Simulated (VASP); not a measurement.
Here is a VASP 6.6.1 calculation.

File INCAR:

```
ALGO = Normal
DIPOL = 0.5 0.5 0.500
EDIFF = 1E-6
EFIELD = -0.5
ENCUT = 400
GGA_COMPAT = F
IDIPOL = 3
ISIF = 2
ISMEAR = -1
LASPH = T
LCHARG = F
LDIPOL = T
LREAL = F
LWAVE = F
NBANDS = 19
NELM = 120
NELMDL = -8
PREC = Accurate
SIGMA = 0.05
```

KPOINTS

```
k-points
0
Gamma
  14 9 1
```

File POSCAR:

```
Ti
1.0
    2.8639314136      0.0000000000      0.0000000000
    0.0000000000      4.5350255008      0.0000000000
    0.0000000000      0.0000000000     16.8267000000
Ti
2
Direct
    0.7500000000      0.7500000000      0.4792892901
    0.2500000000      0.2500000000      0.5207107099
```

Potentials or basis: VASP PAW LDA potentials, release 64 (Ti_sv).

Launch:

```console
$ cat potpaw_LDA.64/Ti_sv/POTCAR > POTCAR
$ mpirun -np 1 vasp_std > vasp.out
```

Predict the band gap on the k mesh.

zero (band 12 reaches -2.25 eV, above the bottom of band 13 at -2.38 eV).
